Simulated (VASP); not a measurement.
Input of a VASP 6.6.1 run:

Contents of INCAR:

```
SYSTEM = Ir
PREC = Accurate ; ENCUT = 520
EDIFF = 1E-6 ; ISMEAR = 0
SIGMA = 0.1 ; LREAL = .FALSE.
LASPH = .TRUE. ; NELM = 80
ALGO = Normal ; ISIF = 2
LWAVE = .FALSE. ; LCHARG = .FALSE.
LDIPOL = .TRUE. ; IDIPOL = 3
DIPOL = 0.5 0.5 0.309 ; GGA = PE
NBANDS = 26
```

Contents of KPOINTS:

```
Automatic mesh
0
G
  10 7 1
  0 0 0
```

The input POSCAR:

```
Ir
1.0
    2.7367600872      0.0000000000      0.0000000000
    0.0000000000      3.8703632323      0.0000000000
    0.0000000000      0.0000000000     19.4599433740
Ir
4
Direct
    0.5000000000      0.5000000000      0.2055504440
    0.0000000000      0.0000000000      0.2758682253
    0.5000000000      0.5000000000      0.3454282602
    0.0000000000      0.0000000000      0.4090424736
```

Potentials or basis: VASP PAW PBE potentials, release 64 (Ir).

The run is started by

```console
$ cat potpaw_PBE.64/Ir/POTCAR > POTCAR
$ mpirun -np 1 vasp_std > vasp.out
```

**Question.** Predict the largest force.

**Answer.** 1.176 eV/Å.

**Question.** Predict the band gap on the k mesh.

**Answer.** Zero (bands 18 and 19 overlap by 0.95 eV).

Forces in eV/Å, atoms in the order of the input:
```
Ir   0.000  0.000  1.131
Ir   0.000  0.000 -1.176
Ir   0.000  0.000 -0.008
Ir   0.000  0.000  0.052
```

Caveat: spin-orbit coupling is left out, which moves the levels of the heavy elements.
